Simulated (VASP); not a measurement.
# Ga4BiSb3: single point with PBE

Crystal: Ga4BiSb3.

```
Sb Ga Bi
1.0
     6.27466    0.00000    0.00000
     0.00000    6.27466    0.00000
     0.00000    0.00000    6.27466
Sb Ga Bi
3 4 1
Cartesian
  3.1373 0.0000 0.0000
  0.0000 3.1373 0.0000
  0.0000 0.0000 3.1373
  1.5457 4.7290 4.7290
  4.7290 1.5457 4.7290
  4.7290 4.7290 1.5457
  1.5457 1.5457 1.5457
  3.1373 3.1373 3.1373
```

```
Program             : VASP 6.6.1
Task                : single point
Functional          : PBE
Potentials or basis : VASP PAW PBE potentials, release 64 (Sb, Ga_d, Bi_d)
Cutoff              : 520 eV
k mesh              : 4 × 4 × 4
Occupations         : fermi-dirac, width 0.02 eV
Spin                : no spin polarisation
```

```yaml
Pressure: 0.0 GPa
Band_gap_on_the_k_mesh: zero (bands 41 and 42 overlap by 0.16 eV)
```

Levels at points of the mesh, in eV from the Fermi level:
```csv
k point,band 39,band 40,band 41,band 42,band 43,band 44
"(0.00, 0.00, 0.00)",-0.77,0.01,0.01,0.01,0.93,0.93
"(0.50, 0.00, 0.00)",-1.64,-1.42,-1.42,1.16,1.37,2.43
"(0.50, 0.50, 0.00)",-1.19,-1.01,-1.01,1.65,1.72,1.72
"(0.50, 0.50, 0.50)",-0.88,-0.88,-0.88,-0.15,0.19,0.19
```

Wall time 63 s on 1 thread of Intel(R) Xeon(R) 6975P-C (Granite Rapids) (shared host), peak memory 0.39 GiB.

Caveat: spin-orbit coupling is left out, which moves the levels of the heavy elements.
